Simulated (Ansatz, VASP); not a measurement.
**TePb in VASP and in Ansatz**

```xyz
2
Lattice="0.0000 3.2310 3.2310 3.2310 0.0000 3.2310 3.2310 3.2310 0.0000" Properties=species:S:1:pos:R:3 pbc="T T T"
Te    3.2310    3.2310    3.2310
Pb    0.0000    0.0000    0.0000
```

Alike in both runs: functional PBE; k mesh 9 × 9 × 9; occupations fermi-dirac, width 0.05 eV; no spin polarisation.

Ansatz relaxed the structure, and its values are those at the end. VASP's run is a single point on that final structure, the one shown.

|  | VASP | Ansatz |
| --- | --- | --- |
| version | VASP 6.6.1 | Ansatz 0.2.0 |
| potentials or method | VASP PAW PBE potentials, release 64 (Te, Pb_d) | plane-wave PAW, scalar-relativistic |
| plane-wave cutoff (eV) | 520 | 420 |
| valence electrons in the cell | 20 | 30 |

```csv
,VASP,Ansatz,Ansatz less VASP
pressure (GPa),2.1,2.1,+0.06
```

VASP's potentials hold 20 valence electrons a cell and Ansatz's 30, so a difference there can come from the potentials and not from the codes. Ansatz's warnings: stress scf threshold loose.

Neither program's run includes spin-orbit coupling.
